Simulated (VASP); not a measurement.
Runs of VASP 6.6.1 on BeS. The structure is that of space group F-43m (No. 216), or close to it. The cells are those of the table. 

```csv
task,cell,cutoff (eV),ions in elastic constants,gap on the mesh (eV),pressure (GPa)
single point,"a = 3.358, b = 3.358, c = 3.385 Å, angles 60.3, 60.3, 90.0°, 2 atoms",520,-,(c),1.5
single point,"a = 3.459, b = 3.459, c = 3.398 Å, angles 59.4, 59.4, 90.0°, 2 atoms",520,-,2.57,(a)
single point,"a = 3.425, b = 3.425, c = 3.395 Å, angles 59.7, 59.7, 90.0°, 2 atoms",520,-,2.70,-1.1
single point,"a = 3.324, b = 3.324, c = 3.378 Å, angles 60.5, 60.5, 90.0°, 2 atoms",520,-,2.61,(b)
```

Alike in all rows: level LDA; potentials or basis VASP PAW LDA potentials, release 64 (Be, S); no spin polarisation; k mesh 8 × 8 × 8; smearing gaussian 0.01 eV.

Task: Estimate the missing entries.

Result: (a) -2.2; (b) 3.1; (c) 2.72.

A k mesh can miss the band edges.
